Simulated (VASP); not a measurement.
# Zr (P6_3/mmc) in VASP: a series of runs, part 2 of 3

VASP 6.6.1. The steps go on from the part before.

### Step 3. Single point, PBEsol

This run uses another cell than the first one, of the same volume but with other edges.

INCAR

```
PREC     = Accurate       # precision mode
ENCUT    = 520            # plane-wave cutoff, eV
EDIFF    = 1E-7           # SCF threshold, eV
ISMEAR   = 0              # smearing method
SIGMA    = 0.15           # smearing width, eV
LREAL    = F              # projectors in reciprocal space
LASPH    = T              # aspherical terms in the spheres
NELM     = 60             # most SCF steps
ALGO     = Fast           # electronic algorithm
ISIF     = 2              # what is computed and relaxed
LWAVE    = F              # write WAVECAR
LCHARG   = F              # write CHGCAR
GGA      = PS             # functional
NBANDS   = 19             # bands
```

KPOINTS

```
regular mesh
0
Gamma
  18 18 10
```

POSCAR

```
Zr
1.0
    3.0414267727      0.0000000000      0.0000000000
   -1.5207133863      2.6339528489      0.0000000000
    0.0000000000      0.0000000000      5.8122149288
Zr
2
Direct
    0.3333333333      0.6666666667      0.2500000000
    0.6666666667      0.3333333333      0.7500000000
```

Potentials or basis: VASP PAW PBE potentials, release 64 (Zr_sv).

Started as:

```console
$ cat potpaw_PBE.64/Zr_sv/POTCAR > POTCAR
$ mpirun -np 1 vasp_std > vasp.out
```

OUTCAR:

```text
PREC = Accurate
   ENCUT = 520
   EDIFF = 1E-7
   ISMEAR = 0
   LREAL = F
   LASPH = T
   NELM = 60
   ISIF = 2
   GGA = PS

 ion  position               nearest neighbor table
   1  0.333  0.667  0.250-   2 3.40   2 3.40   2 3.40   2 3.40   2 3.40   2 3.40
   2  0.667  0.333  0.750-   1 3.40   1 3.40   1 3.40   1 3.40   1 3.40   1 3.40

  LATTYP: Found a hexagonal cell.
 ALAT       =     3.0414267727
 C/A-ratio  =     1.9110159025

  Lattice vectors:

 A1 = (   3.0414267727,   0.0000000000,   0.0000000000)
 A2 = (  -1.5207133863,   2.6339528489,   0.0000000000)
 A3 = (   0.0000000000,   0.0000000000,   5.8122149288)

Analysis of symmetry for initial positions (statically):
=====================================================================
 Subroutine PRICEL returns:
 Original cell was already a primitive cell.

 Routine SETGRP: Setting up the symmetry group for a
 hexagonal supercell.

 Subroutine GETGRP returns: Found 24 space group operations
 (whereof 12 operations were pure point group operations)
 out of a pool of 24 trial point group operations.

The static configuration has the point symmetry D_3d.
 The point group associated with its full space group is D_6h.

Analysis of symmetry for dynamics (positions and initial velocities):
=====================================================================
 Subroutine PRICEL returns:
 Original cell was already a primitive cell.

 Routine SETGRP: Setting up the symmetry group for a
 hexagonal supercell.

 Subroutine GETGRP returns: Found 24 space group operations
 (whereof 12 operations were pure point group operations)
 out of a pool of 24 trial point group operations.

The dynamic configuration has the point symmetry D_3d.
 The point group associated with its full space group is D_6h.

 Subroutine INISYM returns: Found 24 space group operations
 (whereof 12 operations are pure point group operations),
 and found     1 'primitive' translations

----------------------------------------------------------------------------------------

                                     Primitive cell

  volume of cell :      46.5615

  direct lattice vectors                    reciprocal lattice vectors
     3.041426773  0.000000000  0.000000000     0.328793055  0.189828759  0.000000000
    -1.520713386  2.633952849  0.000000000     0.000000000  0.379657518  0.000000000
     0.000000000  0.000000000  5.812214929     0.000000000  0.000000000  0.172051449

  length of vectors
     3.041426773  3.041426773  5.812214929     0.379657518  0.379657518  0.172051449

  position of ions in fractional coordinates (direct lattice)
     0.333333333  0.666666667  0.250000000
     0.666666667  0.333333333  0.750000000

  ion indices of the primitive-cell ions
   primitive index   ion index
                 1           1
                 2           2

----------------------------------------------------------------------------------------

 KPOINTS: regular mesh

Automatic generation of k-mesh.
 Grid dimensions read from file:
 generate k-points for:   18   18   10

 Generating k-lattice:

  Cartesian coordinates                     Fractional coordinates (reciprocal lattice)
     0.018266281  0.010546042  0.000000000     0.055555556  0.000000000  0.000000000
     0.000000000  0.021092084  0.000000000     0.000000000  0.055555556  0.000000000
     0.000000000  0.000000000  0.017205145     0.000000000  0.000000000  0.100000000

  Length of vectors
     0.021092084  0.021092084  0.017205145

  Shift w.r.t. Gamma in fractional coordinates (k-lattice)
     0.000000000  0.000000000  0.000000000

 Subroutine IBZKPT returns following result:
 ===========================================

 Found    222 irreducible k-points:

 Following reciprocal coordinates:
            Coordinates               Weight
  0.000000  0.000000  0.000000      1.000000
  0.055556  0.000000  0.000000      6.000000
  0.111111  0.000000  0.000000      6.000000
  0.166667  0.000000  0.000000      6.000000
  0.222222 -0.000000  0.000000      6.000000
  0.277778  0.000000  0.000000      6.000000
[... 16 lines left out ...]
  0.333333  0.111111  0.000000     12.000000
  0.388889  0.111111  0.000000     12.000000
 [... further k-points ...]
   k-points           NKPTS =    222   k-points in BZ     NKDIM =    222   number of bands    NBANDS=     19
   number of dos      NEDOS =    301   number of ions     NIONS =      2
   total plane-waves  NPLWV =  27648
   dimension x,y,z NGX =    24 NGY =   24 NGZ =   48
   dimension x,y,z NGXF=    48 NGYF=   48 NGZF=   96
   ions per type =               2
   NGX,Y,Z   is equivalent  to a cutoff of  13.12, 13.12, 13.73 a.u.
   NGXF,Y,Z  is equivalent  to a cutoff of  26.24, 26.24, 27.46 a.u.
 SYSTEM =  unknown system
   PREC   = accura    normal or accurate (medium, high low for compatibility)
   ISTART =      0    job   : 0-new  1-cont  2-samecut
   ICHARG =      2    charge: 1-file 2-atom 10-const
   ISPIN  =      1    spin polarized calculation?
   LNONCOLLINEAR =      F non collinear calculations
   LSORBIT =      F    spin-orbit coupling
   LASPH  =      T    aspherical Exc in radial PAW
   ENCUT  =  520.0 eV  38.22 Ry    6.18 a.u.   5.66  5.66 10.81*2*pi/ulx,y,z
   NELM   =     60;   NELMIN=  2; NELMDL= -5     # of ELM steps
   EDIFF  = 0.1E-06   stopping-criterion for ELM
   LREAL  =      F    real-space projection
   EDIFFG = 0.1E-05   stopping-criterion for IOM
   NSW    =      0    number of steps for IOM
   IBRION =     -1    ionic relax: 0-MD 1-quasi-New 2-CG
   NFREE  =      0    steps in history (QN), initial steepest desc. (CG)
   ISIF   =      2    stress and relaxation
   ISYM   =      2    0-nonsym 1-usesym 2-fastsym
   POTIM  = 0.5000    time-step for ionic-motion
   TEBEG  =    0.0;   TEEND  =   0.0 temperature during run
   PSTRESS=    0.0 pullay stress
   NELECT =      24.0000    total number of electrons
   NUPDOWN=      -1.0000    fix difference up-down
   EMIN   =  10.00;   EMAX   =-10.00  energy-range for DOS
   EFERMI =   0.00;   METHOD = LEGACY
   ISMEAR =     0;   SIGMA  =   0.15  broadening in eV -4-tet -1-fermi 0-gaus
   EFERMI_NEDOS =   21; number of points for ismear=-14 and -15
   IALGO  =     68    algorithm
   IMIX   =      4    mixing-type and parameters
     AMIX     =   0.40;   BMIX     =  1.00
     AMIX_MAG =   1.60;   BMIX_MAG =  1.00
  volume/ion in A,a.u.               =      23.28       157.11
  Fermi-wavevector in a.u.,A,eV,Ry     =   1.312612  2.480476 23.442147  1.722949
  Thomas-Fermi vector in A             =   2.442992
   LORBIT       =      0    0 simple, 1 ext, 2 COOP (PROOUT), +10 PAW based schemes
   GGA     = PS    functional components
   LHFCALC =     F    Hartree Fock is set to
   AEXX    =    0.0000 exact exchange contribution
   IVDW    =     0    specifies the selected vdW correction
   LEPSILON=     F    determine dielectric tensor
   LRPA    =     F    only Hartree local field effects (RPA)
 non-spin polarized calculation
 RMM-DIIS sequential band-by-band and
 Gauss-broadening in eV      SIGMA  =   0.15
  energy-cutoff  :      520.00
  volume of cell :       46.56
 maximum number of plane-waves:      1273
 NGX is ok and might be reduce to    24

 number of electron      24.0000000 magnetization

 Free energy of the ion-electron system (eV)
  ---------------------------------------------------
  ext. energy  EPLUGINS =         0.00000000
  ---------------------------------------------------
  free energy    TOTEN  =       -17.99148589 eV

  energy without entropy =      -17.96942405  energy(sigma->0) =      -17.98045497

 E-fermi :   8.6832     XC(G=0): -11.1774

 val. band max:        8.6777638657   @ k =   0.1667   0.1111   0.4000
 cond. band min:       8.6857444033   @ k =   0.3889   0.2222   0.0000
 fundamental gap:      0.0079805376
 Fermi energy:         8.6832149848

 k-point     1 :       0.0000    0.0000    0.0000
  band No.  band energies     occupation
      1     -39.8433      2.00000
      2     -39.7731      2.00000
      3     -18.1879      2.00000
      4     -17.5450      2.00000
      5     -17.2824      2.00000
      6     -17.2824      2.00000
[... 11 lines left out ...]
     18      12.2918      0.00000
     19      13.5989      0.00000
[... 485 lines left out ...]
 k-point    24 :       0.3889    0.1111    0.0000
  band No.  band energies     occupation
      1     -39.6458      2.00000
      2     -39.6229      2.00000
      3     -18.3933      2.00000
      4     -18.3164      2.00000
      5     -17.7816      2.00000
      6     -17.6544      2.00000
[... 11 lines left out ...]
     18      13.9034      0.00000
     19      15.5818      0.00000

 [... further k-points ...]

------------------------ aborting loop because EDIFF is reached ----------------------------------------

  FORCE on cell =-STRESS in cart. coord.  units (eV):
  Direction    XX          YY          ZZ          XY          YZ          ZX
  --------------------------------------------------------------------------------------
  -------------------------------------------------------------------------------------
  Total       -0.4128367     -0.4128367     -2.5292547     -0.0000000      0.0000000      0.0000000
  in kB      -14.2056746    -14.2056746    -87.0314293     -0.0000000      0.0000000      0.0000000
  external PRESSURE =     -38.4809262 kB  Pullay stress =       0.0000000 kB

 VOLUME and BASIS-vectors are now :
 -----------------------------------------------------------------------------
  energy-cutoff  :      520.00
  volume of cell :       46.56
      direct lattice vectors                 reciprocal lattice vectors
     3.041426773  0.000000000  0.000000000     0.328793055  0.189828759  0.000000000
    -1.520713386  2.633952849  0.000000000     0.000000000  0.379657518  0.000000000
     0.000000000  0.000000000  5.812214929     0.000000000  0.000000000  0.172051449

 POSITION                                       TOTAL-FORCE (eV/Angst)
 -----------------------------------------------------------------------------------
     -0.00000      1.75597      1.45305        -0.000000      0.000000      0.000000
      1.52071      0.87798      4.35916         0.000000     -0.000000      0.000000
 -----------------------------------------------------------------------------------
    total drift:                               -0.000000      0.000000     -0.000000

  FREE ENERGIE OF THE ION-ELECTRON SYSTEM (eV)
  ---------------------------------------------------
  free  energy   TOTEN  =       -17.9914858939 eV

  energy  without entropy=      -17.9694240452  energy(sigma->0) =      -17.98045497
```

It took 2.1 min on 1 thread of Intel Xeon 6975P-C (Granite Rapids), shared host; peak memory 0.28 GiB.

Results:

```
Free energy            : -17.9915 eV
Pressure               : -3.8 GPa
Band gap on the k mesh : zero (band 12 reaches 8.83 eV, above the bottom of band 13 at 8.61 eV)
```

Caveat: the PAW data sets were made with another functional, which shifts forces and pressure a little.

### Step 4. Single point, PBEsol

This run uses another cell than the first one, of the same volume but with other edges.

INCAR

```
PREC = Accurate ; ENCUT = 520
EDIFF = 1E-7 ; ISMEAR = 0
SIGMA = 0.15 ; LREAL = F
LASPH = T ; NELM = 60
ALGO = Fast ; ISIF = 2
LWAVE = F ; LCHARG = F
GGA = PS ; NBANDS = 19
```

KPOINTS is that of step 3.

POSCAR

```
Zr
1.0
    3.3230879642      0.0000000000      0.0000000000
   -1.6615439821      2.8778785960      0.0000000000
    0.0000000000      0.0000000000      4.8686966911
Zr
2
Direct
    0.3333333333      0.6666666667      0.2500000000
    0.6666666667      0.3333333333      0.7500000000
```

Started as:

```console
$ cat potpaw_PBE.64/Zr_sv/POTCAR > POTCAR
$ mpirun -np 1 vasp_std > vasp.out
```

Wall time 3 min (1 thread of Intel Xeon 6975P-C (Granite Rapids), shared host); peak memory 0.28 GiB.

Results (log left out):

* Free energy: -18.0895 eV
* Pressure: -2.7 GPa
* Band gap on the k mesh: zero (band 12 reaches 9.78 eV, above the bottom of band 13 at 8.63 eV)

Stress tensor (GPa, compression positive):
```
-5.25  0.00  0.00
 0.00 -5.25  0.00
 0.00  0.00  2.43
```

Levels at points of the mesh, in eV from the Fermi level:
```csv
k point,band 9,band 10,band 11,band 12,band 13,band 14,band 15,band 16
"(0.00, 0.00, 0.00)",-5.67,-3.04,0.68,0.68,1.54,1.54,1.57,1.57
"(0.50, 0.00, 0.00)",-2.64,-2.56,-2.01,-0.48,0.03,1.22,1.89,4.39
"(0.00, 0.00, 0.50)",-3.77,-3.77,0.41,0.41,0.41,0.41,0.42,0.42
"(0.50, 0.00, 0.50)",-2.84,-2.84,-0.83,-0.83,1.58,1.58,1.88,1.88
```

Caveat: the PAW data sets were made with another functional, which shifts forces and pressure a little.

### Step 5. Single point, PBEsol

This run uses another cell than the first one, of the same volume but with other edges.

INCAR

```
SYSTEM = Zr
PREC = Accurate
ENCUT = 520
EDIFF = 1E-7
ISMEAR = 0
SIGMA = 0.15
LREAL = .False.
LASPH = .True.
NELM = 60
ALGO = Fast
ISIF = 2
LWAVE = .False.
LCHARG = .False.
GGA = PS
NBANDS = 19
```

KPOINTS

```
Automatic mesh
0
Gamma
  18 18 10
  0 0 0
```

POSCAR

```
Zr
1.0
    3.1309313956      0.0000000000      0.0000000000
   -1.5654656978      2.7114661261      0.0000000000
    0.0000000000      0.0000000000      5.4846547126
Zr
2
Direct
    0.3333333333      0.6666666667      0.2500000000
    0.6666666667      0.3333333333      0.7500000000
```

Started as:

```console
$ cat potpaw_PBE.64/Zr_sv/POTCAR > POTCAR
$ mpirun -np 1 vasp_std > vasp.out
```

Run time: 2.5 min. Hardware: 1 thread of Intel Xeon 6975P-C (Granite Rapids), shared host; peak memory 0.27 GiB.

The run converged. Its results:

```yaml
Free_energy: -18.1007 eV
Pressure: -3.7 GPa
Band_gap_on_the_k_mesh: zero (band 12 reaches 9.34 eV, above the bottom of band 13 at 8.54 eV)
```

Stress tensor (GPa, compression positive):
```
-1.77  0.00  0.00
 0.00 -1.77  0.00
 0.00  0.00 -7.47
```

Levels at points of the mesh, in eV from the Fermi level:
| k point | band 9 | band 10 | band 11 | band 12 | band 13 | band 14 | band 15 | band 16 |
| --- | --- | --- | --- | --- | --- | --- | --- | --- |
| (0.00, 0.00, 0.00) | -5.60 | -3.06 | 0.28 | 0.54 | 1.06 | 1.06 | 1.55 | 1.55 |
| (0.50, 0.00, 0.00) | -2.52 | -2.46 | -2.20 | 0.19 | 0.36 | 1.10 | 1.20 | 5.04 |
| (0.00, 0.00, 0.50) | -4.10 | -4.10 | -0.31 | -0.31 | 1.10 | 1.10 | 1.10 | 1.10 |
| (0.50, 0.00, 0.50) | -2.84 | -2.84 | -1.26 | -1.26 | 1.81 | 1.81 | 2.63 | 2.63 |

Caveat: the PAW data sets were made with another functional, which shifts forces and pressure a little.

(Part 2 of 3 ends here.)
